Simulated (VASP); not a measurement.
# MgS (zincblende type) (F-43m) in VASP: notebook

Aim: see how the results for MgS (zincblende type) move with the level of theory and the settings. Levels: LDA, PBEsol. Tasks: single point.

Everything below comes from runs of VASP 6.6.1. Logs are shortened: lines on timing, memory, paths and dates and some standing lists are left out, and cuts for length are marked.

### 1 The cell of the first run

The structure is cubic, space group F-43m (No. 216). The conventional cell has a = 5.697 Å, b = 5.697 Å, c = 5.697 Å, α = 90.00°, β = 90.00°, γ = 90.00°. Within 3.3 Å of Mg (site symmetry -43m) lie 4 S at 2.47 Å. S (site symmetry -43m) has 4 Mg at 2.47 Å within 3.3 Å.

### 2 Single point, LDA

Contents of INCAR:

```
SYSTEM = MgS
ALGO = Normal
EDIFF = 1E-7
ENCUT = 520
GGA = CA
ISIF = 2
ISMEAR = -1
LASPH = .TRUE.
LCHARG = .FALSE.
LREAL = .FALSE.
LWAVE = .FALSE.
NBANDS = 11
NELM = 60
PREC = Accurate
SIGMA = 0.05
```

Contents of KPOINTS:

```
k-points
0
G
  13 13 13
  0 0 0
```

Contents of POSCAR:

```
MgS
1.0
    0.0000000000      2.8483745724      2.8483745724
    2.8483745724      0.0000000000      2.8483745724
    2.8483745724      2.8483745724      0.0000000000
Mg S
1 1
Direct
    0.0000000000      0.0000000000      0.0000000000
    0.2500000000      0.2500000000      0.2500000000
```

Potentials or basis: VASP PAW LDA potentials, release 64 (Mg, S).

Launch:

```
> cat potpaw_LDA.64/Mg/POTCAR potpaw_LDA.64/S/POTCAR > POTCAR
> mpirun -np 1 vasp_std > vasp.out
```

OUTCAR:

```text
SYSTEM = MgS
   EDIFF = 1E-7
   ENCUT = 520
   GGA = CA
   ISIF = 2
   ISMEAR = -1
   LASPH = .TRUE.
   LREAL = .FALSE.
   NELM = 60
   PREC = Accurate

 ion  position               nearest neighbor table
   1  0.000  0.000  0.000-   2 2.47   2 2.47   2 2.47   2 2.47
   2  0.250  0.250  0.250-   1 2.47   1 2.47   1 2.47   1 2.47

  LATTYP: Found a face centered cubic cell.
 ALAT       =     5.6967491448

  Lattice vectors:

 A1 = (   0.0000000000,   2.8483745724,   2.8483745724)
 A2 = (   2.8483745724,   0.0000000000,   2.8483745724)
 A3 = (   2.8483745724,   2.8483745724,   0.0000000000)

Analysis of symmetry for initial positions (statically):
=====================================================================
 Subroutine PRICEL returns:
 Original cell was already a primitive cell.

 Routine SETGRP: Setting up the symmetry group for a
 face centered cubic supercell.

 Subroutine GETGRP returns: Found 24 space group operations
 (whereof 24 operations were pure point group operations)
 out of a pool of 48 trial point group operations.

The static configuration has the point symmetry T_d .

Analysis of symmetry for dynamics (positions and initial velocities):
=====================================================================
 Subroutine PRICEL returns:
 Original cell was already a primitive cell.

 Routine SETGRP: Setting up the symmetry group for a
 face centered cubic supercell.

 Subroutine GETGRP returns: Found 24 space group operations
 (whereof 24 operations were pure point group operations)
 out of a pool of 48 trial point group operations.

The dynamic configuration has the point symmetry T_d .

 Subroutine INISYM returns: Found 24 space group operations
 (whereof 24 operations are pure point group operations),
 and found     1 'primitive' translations

----------------------------------------------------------------------------------------

                                     Primitive cell

  volume of cell :      46.2191

  direct lattice vectors                    reciprocal lattice vectors
     0.000000000  2.848374572  2.848374572    -0.175538711  0.175538711  0.175538711
     2.848374572  0.000000000  2.848374572     0.175538711 -0.175538711  0.175538711
     2.848374572  2.848374572  0.000000000     0.175538711  0.175538711 -0.175538711

  length of vectors
     4.028209951  4.028209951  4.028209951     0.304041966  0.304041966  0.304041966

  position of ions in fractional coordinates (direct lattice)
     0.000000000  0.000000000  0.000000000
     0.250000000  0.250000000  0.250000000

  ion indices of the primitive-cell ions
   primitive index   ion index
                 1           1
                 2           2

----------------------------------------------------------------------------------------

 KPOINTS: k-points

Automatic generation of k-mesh.
 Grid dimensions read from file:
 generate k-points for:   13   13   13

 Generating k-lattice:

  Cartesian coordinates                     Fractional coordinates (reciprocal lattice)
    -0.013502978  0.013502978  0.013502978     0.076923077  0.000000000  0.000000000
     0.013502978 -0.013502978  0.013502978     0.000000000  0.076923077  0.000000000
     0.013502978  0.013502978 -0.013502978     0.000000000  0.000000000  0.076923077

  Length of vectors
     0.023387844  0.023387844  0.023387844

  Shift w.r.t. Gamma in fractional coordinates (k-lattice)
     0.000000000  0.000000000  0.000000000

 Subroutine IBZKPT returns following result:
 ===========================================

 Found     84 irreducible k-points:

 Following reciprocal coordinates:
            Coordinates               Weight
  0.000000  0.000000  0.000000      1.000000
  0.076923  0.000000  0.000000      8.000000
  0.153846  0.000000  0.000000      8.000000
  0.230769  0.000000  0.000000      8.000000
  0.307692  0.000000  0.000000      8.000000
  0.384615  0.000000  0.000000      8.000000
[... 16 lines left out ...]
  0.384615  0.153846  0.000000     24.000000
  0.461538  0.153846  0.000000     24.000000
 [... further k-points ...]
   k-points           NKPTS =     84   k-points in BZ     NKDIM =     84   number of bands    NBANDS=     11
   number of dos      NEDOS =    301   number of ions     NIONS =      2
   total plane-waves  NPLWV =  27000
   dimension x,y,z NGX =    30 NGY =   30 NGZ =   30
   dimension x,y,z NGXF=    60 NGYF=   60 NGZF=   60
   ions per type =               1   1
   NGX,Y,Z   is equivalent  to a cutoff of  12.38, 12.38, 12.38 a.u.
   NGXF,Y,Z  is equivalent  to a cutoff of  24.76, 24.76, 24.76 a.u.
 SYSTEM =  MgS
   PREC   = accura    normal or accurate (medium, high low for compatibility)
   ISTART =      0    job   : 0-new  1-cont  2-samecut
   ICHARG =      2    charge: 1-file 2-atom 10-const
   ISPIN  =      1    spin polarized calculation?
   LNONCOLLINEAR =      F non collinear calculations
   LSORBIT =      F    spin-orbit coupling
   LASPH  =      T    aspherical Exc in radial PAW
   ENCUT  =  520.0 eV  38.22 Ry    6.18 a.u.   7.49  7.49  7.49*2*pi/ulx,y,z
   NELM   =     60;   NELMIN=  2; NELMDL= -5     # of ELM steps
   EDIFF  = 0.1E-06   stopping-criterion for ELM
   LREAL  =      F    real-space projection
   EDIFFG = 0.1E-05   stopping-criterion for IOM
   NSW    =      0    number of steps for IOM
   IBRION =     -1    ionic relax: 0-MD 1-quasi-New 2-CG
   NFREE  =      0    steps in history (QN), initial steepest desc. (CG)
   ISIF   =      2    stress and relaxation
   ISYM   =      2    0-nonsym 1-usesym 2-fastsym
   POTIM  = 0.5000    time-step for ionic-motion
   TEBEG  =    0.0;   TEEND  =   0.0 temperature during run
   PSTRESS=    0.0 pullay stress
   NELECT =       8.0000    total number of electrons
   NUPDOWN=      -1.0000    fix difference up-down
   EMIN   =  10.00;   EMAX   =-10.00  energy-range for DOS
   EFERMI =   0.00;   METHOD = LEGACY
   ISMEAR =    -1;   SIGMA  =   0.05  broadening in eV -4-tet -1-fermi 0-gaus
   EFERMI_NEDOS =   21; number of points for ismear=-14 and -15
   IALGO  =     38    algorithm
   IMIX   =      4    mixing-type and parameters
     AMIX     =   0.40;   BMIX     =  1.00
     AMIX_MAG =   1.60;   BMIX_MAG =  1.00
  volume/ion in A,a.u.               =      23.11       155.95
  Fermi-wavevector in a.u.,A,eV,Ry     =   0.912356  1.724103 11.325404  0.832394
  Thomas-Fermi vector in A             =   2.036742
   LORBIT       =      0    0 simple, 1 ext, 2 COOP (PROOUT), +10 PAW based schemes
   GGA     = CA    functional components
   LHFCALC =     F    Hartree Fock is set to
   AEXX    =    0.0000 exact exchange contribution
   IVDW    =     0    specifies the selected vdW correction
   LEPSILON=     F    determine dielectric tensor
   LRPA    =     F    only Hartree local field effects (RPA)
 non-spin polarized calculation
  energy-cutoff  :      520.00
  volume of cell :       46.22
 maximum number of plane-waves:      1266
 NGX is ok and might be reduce to    30
   NGX = 15   NGY = 15   NGZ = 15

 number of electron       8.0000001 magnetization

 Free energy of the ion-electron system (eV)
  ---------------------------------------------------
  ext. energy  EPLUGINS =         0.00000000
  ---------------------------------------------------
  free energy    TOTEN  =        -9.36478598 eV

  energy without entropy =       -9.36478598  energy(sigma->0) =       -9.36478598

 E-fermi :   1.8356     XC(G=0):  -8.6917

 val. band max:        0.7789034191   @ k =   0.0000   0.0000   0.0000
 cond. band min:       3.8833364803   @ k =   0.0000   0.0000   0.0000
 fundamental gap:      3.1044330613
 Fermi energy:         1.8355993265

 k-point     1 :       0.0000    0.0000    0.0000
  band No.  band energies     occupation
      1     -10.3989      2.00000
      2       0.7789      2.00000
      3       0.7789      2.00000
      4       0.7789      2.00000
      5       3.8833      0.00000
      6       8.4982      0.00000
      7       8.4982      0.00000
      8       8.4982      0.00000
      9      11.4819      0.00000
     10      11.4819      0.00000
     11      13.9804      0.00000

 k-point     2 :       0.0769    0.0000    0.0000
  band No.  band energies     occupation
      1     -10.3655      2.00000
      2       0.4728      2.00000
      3       0.7576      2.00000
      4       0.7576      2.00000
      5       4.1848      0.00000
      6       8.4027      0.00000
      7       8.5739      0.00000
      8       8.5739      0.00000
      9      11.2411      0.00000
     10      11.2411      0.00000
     11      13.8673      0.00000

 k-point     3 :       0.1538    0.0000    0.0000
  band No.  band energies     occupation
      1     -10.2703      2.00000
      2      -0.1945      2.00000
      3       0.7005      2.00000
      4       0.7005      2.00000
      5       4.8026      0.00000
      6       8.2386      0.00000
      7       8.7286      0.00000
      8       8.7286      0.00000
      9      10.8908      0.00000
     10      10.8908      0.00000
     11      13.2748      0.00000

 k-point     4 :       0.2308    0.0000    0.0000
  band No.  band energies     occupation
      1     -10.1286      2.00000
      2      -0.9274      2.00000
      3       0.6241      2.00000
      4       0.6241      2.00000
      5       5.3347      0.00000
      6       8.2452      0.00000
      7       8.7515      0.00000
      8       8.7515      0.00000
      9      10.9263      0.00000
     10      10.9263      0.00000
     11      12.7454      0.00000

 k-point     5 :       0.3077    0.0000    0.0000
  band No.  band energies     occupation
      1      -9.9672      2.00000
      2      -1.5820      2.00000
      3       0.5475      2.00000
      4       0.5475      2.00000
      5       5.5768      0.00000
      6       8.5233      0.00000
      7       8.5691      0.00000
      8       8.5691      0.00000
      9      11.4982      0.00000
     10      11.4982      0.00000
     11      12.5019      0.00000
[... 211 lines left out ...]
 k-point    21 :       0.2308    0.1538    0.0000
  band No.  band energies     occupation
      1     -10.1221      2.00000
      2      -0.6513      2.00000
      3       0.4035      2.00000
      4       0.4178      2.00000
      5       5.5545      0.00000
      6       7.4985      0.00000
      7       8.8410      0.00000
      8       9.3616      0.00000
      9       9.7779      0.00000
     10      12.0211      0.00000
     11      14.4842      0.00000

 k-point    22 :       0.3077    0.1538    0.0000
  band No.  band energies     occupation
      1      -9.9816      2.00000
      2      -1.2049      2.00000
      3       0.2917      2.00000
      4       0.3133      2.00000
      5       5.9099      0.00000
      6       7.5207      0.00000
      7       8.3951      0.00000
      8       9.3866      0.00000
      9      10.5175      0.00000
     10      12.3897      0.00000
     11      14.0025      0.00000

 k-point    23 :       0.3846    0.1538    0.0000
  band No.  band energies     occupation
      1      -9.8350      2.00000
      2      -1.6974      2.00000
      3       0.1303      2.00000
      4       0.2619      2.00000
      5       6.0652      0.00000
      6       7.5729      0.00000
      7       8.4282      0.00000
      8       9.2005      0.00000
      9      11.3191      0.00000
     10      13.1515      0.00000
     11      13.8284      0.00000

 k-point    24 :       0.4615    0.1538    0.0000
  band No.  band energies     occupation
      1      -9.7183      2.00000
      2      -2.0433      2.00000
      3      -0.0295      2.00000
      4       0.2579      2.00000
      5       6.1369      0.00000
      6       7.4019      0.00000
      7       8.9694      0.00000
      8       8.9944      0.00000
      9      11.9406      0.00000
     10      14.0061      0.00000
     11      14.1547      0.00000

 [... further k-points ...]
[... 5 lines left out ...]
  --------------------------------------------------------------------------------------
  -------------------------------------------------------------------------------------
  Total       -0.9612882     -0.9612882     -0.9612882      0.0000000      0.0000000      0.0000000
  in kB      -33.3229066    -33.3229066    -33.3229066      0.0000000      0.0000000      0.0000000
  external PRESSURE =     -33.3229066 kB  Pullay stress =       0.0000000 kB

 VOLUME and BASIS-vectors are now :
 -----------------------------------------------------------------------------
  energy-cutoff  :      520.00
  volume of cell :       46.22
      direct lattice vectors                 reciprocal lattice vectors
     0.000000000  2.848374572  2.848374572    -0.175538711  0.175538711  0.175538711
     2.848374572  0.000000000  2.848374572     0.175538711 -0.175538711  0.175538711
     2.848374572  2.848374572  0.000000000     0.175538711  0.175538711 -0.175538711

 POSITION                                       TOTAL-FORCE (eV/Angst)
 -----------------------------------------------------------------------------------
      0.00000      0.00000      0.00000        -0.000000     -0.000000     -0.000000
      1.42419      1.42419      1.42419         0.000000      0.000000      0.000000
 -----------------------------------------------------------------------------------
    total drift:                               -0.000000     -0.000000     -0.000000

  FREE ENERGIE OF THE ION-ELECTRON SYSTEM (eV)
  ---------------------------------------------------
  free  energy   TOTEN  =        -9.3647859775 eV

  energy  without entropy=       -9.3647859775  energy(sigma->0) =       -9.36478598
```

It took 16 s on 1 thread of Intel Xeon 6975P-C (Granite Rapids), shared host; peak memory 0.17 GiB.

What came out:

```
Free energy            : -9.3648 eV
Pressure               : -3.3 GPa
Band gap on the k mesh : 3.10 eV, direct
```

Levels at points of the mesh, in eV from the valence-band top:
| k point | band 2 | band 3 | band 4 | band 5 | band 6 | band 7 |
| --- | --- | --- | --- | --- | --- | --- |
| (0.00, 0.00, 0.00) | 0.00 | 0.00 | 0.00 | 3.10 | 7.72 | 7.72 |

### 3 Single point, PBEsol

Contents of INCAR:

```
PREC     = Accurate       # precision mode
ENCUT    = 520            # plane-wave cutoff, eV
EDIFF    = 1E-6           # SCF threshold, eV
ISMEAR   = -1             # smearing method
SIGMA    = 0.05           # smearing width, eV
LREAL    = F              # projectors in reciprocal space
LASPH    = T              # aspherical terms in the spheres
NELM     = 60             # most SCF steps
ALGO     = Normal         # electronic algorithm
ISIF     = 2              # what is computed and relaxed
LWAVE    = F              # write WAVECAR
LCHARG   = T              # write CHGCAR
GGA      = PS             # functional
LELF     = T              # ELF
LVHAR    = T            
NBANDS   = 11             # bands
```

Contents of KPOINTS:

```
regular mesh
0
Gamma
  13 13 13
```

POSCAR is that of step 2.

Potentials or basis: VASP PAW PBE potentials, release 64 (Mg, S).

Launch:

```
> cat potpaw_PBE.64/Mg/POTCAR potpaw_PBE.64/S/POTCAR > POTCAR
> mpirun -np 1 vasp_std > vasp.out
```

Run time: 16 s. Hardware: 1 thread of Intel Xeon 6975P-C (Granite Rapids), shared host; peak memory 0.19 GiB.

It converged, with:

```yaml
Free_energy: -8.9127 eV
Pressure: -1.4 GPa
Band_gap_on_the_k_mesh: 3.21 eV, direct
```

Levels at points of the mesh, in eV from the valence-band top:
```tsv
k point	band 2	band 3	band 4	band 5	band 6	band 7
(0.00, 0.00, 0.00)	0.00	0.00	0.00	3.21	7.83	7.83
```

Caveat: the PAW data sets were made with another functional, which shifts forces and pressure a little.
